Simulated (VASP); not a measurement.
Set up this calculation in VASP 6.6.1, as the native input.

| Property | Result |
| --- | --- |
| Task | single point |
| Functional | r2SCAN |
| Potentials or basis | VASP PAW PBE potentials, release 64 (Ga_d, As) |
| Cutoff | 520 eV |
| k mesh | 10 × 10 × 10 |
| Occupations | gaussian, width 0.05 eV |
| Spin | no spin polarisation |
| Dipole correction | no |
| Further INCAR settings | ALGO = Normal; EDIFF = 1e-07; NBANDS = 16 |

Crystal: GaAs.

```xyz
2
Lattice="0.0000 2.7812 2.9203 2.7812 0.0000 2.9203 2.7812 2.7812 0.0000" Properties=species:S:1:pos:R:3 pbc="T T T"
Ga    0.0000    0.0000    0.0000
As    4.1719    4.1719    4.3805
```

This cell differs from its parent crystal: ratio of the length along z to the lengths across it x 1.05, volume and fractional coordinates fixed.

One way to write it, as run:

POSCAR

```
GaAs
1.0
    0.0000000000      2.7812476708      2.9203100543
    2.7812476708      0.0000000000      2.9203100543
    2.7812476708      2.7812476708      0.0000000000
Ga As
1 1
Direct
    0.0000000000      0.0000000000      0.0000000000
    0.7500000000      0.7500000000      0.7500000000
```

INCAR.step1

```
SYSTEM = GaAs
ALGO     = Normal         ! electronic algorithm
EDIFF    = 1E-4           ! SCF threshold, eV
ENCUT    = 520            ! plane-wave cutoff, eV
GGA      = PE             ! functional
ISMEAR   = 0              ! smearing method
LASPH    = .True.         ! aspherical terms in the spheres
LCHARG   = .False.        ! write CHGCAR
LREAL    = .False.        ! projectors in reciprocal space
LWAVE    = .True.         ! write WAVECAR
NBANDS   = 16             ! bands
NELM     = 60             ! most SCF steps
PREC     = Accurate       ! precision mode
SIGMA    = 0.05           ! smearing width, eV
```

INCAR.step2

```
SYSTEM = GaAs
ALGO     = Normal         ! electronic algorithm
EDIFF    = 1E-7           ! SCF threshold, eV
ENCUT    = 520            ! plane-wave cutoff, eV
ISIF     = 2              ! what is computed and relaxed
ISMEAR   = 0              ! smearing method
ISTART   = 1            
LASPH    = .True.         ! aspherical terms in the spheres
LCHARG   = .False.        ! write CHGCAR
LMIXTAU  = .True.       
LREAL    = .False.        ! projectors in reciprocal space
LWAVE    = .False.        ! write WAVECAR
METAGGA  = R2SCAN         ! meta-GGA
NBANDS   = 16             ! bands
NELM     = 60             ! most SCF steps
PREC     = Accurate       ! precision mode
SIGMA    = 0.05           ! smearing width, eV
```

KPOINTS

```
k-points
0
Gamma
  10 10 10
  0 0 0
```

Potentials or basis: VASP PAW PBE potentials, release 64 (Ga_d, As).

Command:

```console
$ cat potpaw_PBE.64/Ga_d/POTCAR potpaw_PBE.64/As/POTCAR > POTCAR
$ cp INCAR.step1 INCAR
$ mpirun -np 1 vasp_std > vasp.out
$ cp INCAR.step2 INCAR
$ mpirun -np 1 vasp_std > vasp.out
```

Results of the run:

```yaml
Pressure: 0.6 GPa
Band_gap_on_the_k_mesh: 0.87 eV, direct
```

Caveat: the PAW data sets were made with another functional, which shifts forces and pressure a little.

It took 4.5 min on 1 thread of Intel(R) Xeon(R) Platinum 8259CL CPU @ 2.50GHz (Skylake/Cascade Lake), with other jobs on the host, peak memory 0.23 GiB.
